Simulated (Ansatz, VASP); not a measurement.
# K2TaO3 in VASP and in Ansatz

```
K Ta O
1.0
     6.29623    0.00000    0.00000
    -3.14811    5.45269    0.00000
     0.00000    0.00000    3.45306
K Ta O
2 1 3
Direct
  0.66667 0.33333 0.00000
  0.33333 0.66667 0.00000
  0.00000 0.00000 0.00000
  0.00000 0.50000 0.50000
  0.50000 0.50000 0.50000
  0.50000 0.00000 0.50000
```

Change from the starting cell: species swapped into the LaGa2Rh3 type (P6/mmm, No. 191).

Alike in both runs: functional PBE; k mesh 6 × 6 × 10; occupations gaussian, width 0.1 eV; collinear spin.

Ansatz relaxed the structure, and its values are those at the end. VASP's run is a single point on that final structure, the one shown.

|  | VASP | Ansatz |
| --- | --- | --- |
| version | VASP 6.6.1 | Ansatz 0.2.0 |
| potentials or method | VASP PAW PBE potentials, release 64 (K_sv, Ta_pv, O), cutoff 520 eV | scalar-relativistic, plane waves, PAW |
| valence electrons in the cell | 47 | 49 |

VASP gave:

```
gap on the k mesh at the Fermi level (eV)                     : none
pressure (GPa)                                                : -2.7
net moment per atom (μB)                                      : 0.00
size of the moment on the site where the two differ most (μB) : 0.00
```

Task: Which values does Ansatz return?

Result: gap on the k mesh at the Fermi level (eV): none; pressure (GPa): 0.0; net moment per atom (μB): 0.00; size of the moment on the site where the two differ most (μB): 2.22.

Site moments also hang on the region over which each program counts them. A gap of «none» marks a metal or a gap that the smearing closes. VASP's potentials hold 47 valence electrons a cell and Ansatz's 49, so a difference there can come from the potentials and not from the codes.

Neither program's run includes spin-orbit coupling.
